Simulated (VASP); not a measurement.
Wanted: the native input for a VASP 6.6.1 run.

* Task: single point
* Functional: PBE
* Potentials or basis: VASP PAW PBE potentials, release 64 (B, H, As)
* Cutoff: 520 eV
* k mesh: 6 × 6 × 4
* Occupations: gaussian, width 0.1 eV
* Spin: no spin polarisation
* Dipole correction: no
* Further INCAR settings: ALGO = Normal; EDIFF = 1e-06; NBANDS = 14

The structure of B2AsH2 lies in POSCAR:

```
B2AsH2
1.0
    3.2022202100      0.0000000000      0.0000000000
   -1.6011101000      2.7732040500      0.0000000000
    0.0000000000      0.0000000000      5.5196706500
B H As
2 2 1
Direct
    0.6666666700      0.3333333300      0.5937268100
    0.3333333300      0.6666666700      0.4062731900
    0.6666666700      0.3333333300      0.2438246200
    0.3333333300      0.6666666700      0.7561753800
    0.0000000000      0.0000000000      0.0000000000
```

The cell was generated, and may not be a known phase.

The input as run:

INCAR

```
SYSTEM = B2AsH2
PREC = Accurate ; ENCUT = 520
EDIFF = 1E-6 ; ISMEAR = 0
SIGMA = 0.1 ; LREAL = .False.
LASPH = .True. ; NELM = 80
ALGO = Normal ; ISIF = 2
LWAVE = .False. ; LCHARG = .False.
GGA = PE ; NBANDS = 14
```

KPOINTS

```
Automatic mesh
0
Gamma
  6 6 4
  0 0 0
```

Potentials or basis: VASP PAW PBE potentials, release 64 (B, H, As).

Run with:

```bash
$ cat potpaw_PBE.64/B/POTCAR potpaw_PBE.64/H/POTCAR potpaw_PBE.64/As/POTCAR > POTCAR
$ mpirun -np 1 vasp_std > vasp.out
```

Results of the run:

```
Pressure               : -20.3 GPa
Largest force          : 2.572 eV/Å
Band gap on the k mesh : zero (an odd number of electrons rules out a gap without spin polarisation)
```

Caveat: the k points lie up to 0.38 Å⁻¹ apart, too coarse for converged energies and pressures of a metal; an odd number of electrons without spin polarisation forces a metal; a magnetic or distorted state may lie lower.

Run time: 27 s on 1 thread of Intel Xeon 8259CL, on a shared host, peak memory 0.16 GiB.
